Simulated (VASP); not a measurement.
Crystal: Ga3BSb2.

```
Ga B Sb
1.0
     3.79894    0.00000    0.00000
    -1.89947    3.28998    0.00000
     0.00000    0.00000   10.52499
Ga B Sb
3 1 2
Direct
  0.66667 0.33333 0.08288
  0.66667 0.33333 0.43353
  0.00000 0.00000 0.58598
  0.00000 0.00000 0.78380
  0.33333 0.66667 0.85175
  0.33333 0.66667 0.26206
```

The cell was generated, and may not be a known phase.

| Item | Value |
| --- | --- |
| Program | VASP 6.6.1 |
| Task | relaxation of cell and atoms |
| Functional | PBE |
| Potentials or basis | VASP PAW PBE potentials, release 64 (Ga_d, B, Sb) |
| Cutoff | 600 eV |
| k mesh | 12 × 12 × 4 |
| Occupations | gaussian, width 0.1 eV |
| Spin | no spin polarisation |

At the start: pressure 0.1 GPa; volume 21.92 Å³/atom.

Problem. Where does the relaxation end?

Solution. Over 20 steps the energy falls by 3.8 meV/atom; space group P3m1 (No. 156, to 0.1 Å) before and after.

Step by step:
```tsv
step	energy change (eV)	largest force (eV/Å)	pressure (GPa)	volume (Å³)
1	0.0000	0.1053	0.06	131.55
2	-0.0088	0.1161	-0.05	131.70
3	-0.0150	0.3127	-0.25	132.01
4	-0.0154	0.2701	-0.23	131.94
5	-0.0205	0.1126	0.05	131.36
6	-0.0207	0.0712	0.11	131.22
7	-0.0219	0.0525	0.02	131.53
8	-0.0220	0.0514	-0.07	131.68
9	-0.0225	0.0229	0.08	131.59
10	-0.0225	0.0208	0.04	131.58
11	-0.0225	0.0269	0.08	131.55
12	-0.0225	0.0187	-0.03	131.56
13	-0.0225	0.0222	0.02	131.55
14	-0.0226	0.0223	-0.04	131.61
15	-0.0226	0.0222	-0.11	131.64
16	-0.0227	0.0177	0.01	131.59
17	-0.0227	0.0166	0.00	131.58
18	-0.0227	0.0148	0.02	131.56
19	-0.0227	0.0114	-0.04	131.56
20	-0.0227	0.0086	-0.04	131.57
```

Final structure:
```cif
data_structure
_symmetry_space_group_name_H-M 'P 1'
_symmetry_Int_Tables_number 1
_cell_length_a 3.7543
_cell_length_b 3.7543
_cell_length_c 10.7792
_cell_angle_alpha 90.000
_cell_angle_beta 90.000
_cell_angle_gamma 120.000
_cell_volume 131.57
loop_
_atom_site_label
_atom_site_type_symbol
_atom_site_fract_x
_atom_site_fract_y
_atom_site_fract_z
_atom_site_occupancy
Ga1 Ga 0.66667 0.33333 0.08045 1
Ga2 Ga 0.66667 0.33333 0.43420 1
Ga3 Ga 0.00000 0.00000 0.58812 1
B1 B 0.00000 0.00000 0.78159 1
Sb1 Sb 0.33333 0.66667 0.85082 1
Sb2 Sb 0.33333 0.66667 0.26483 1
```
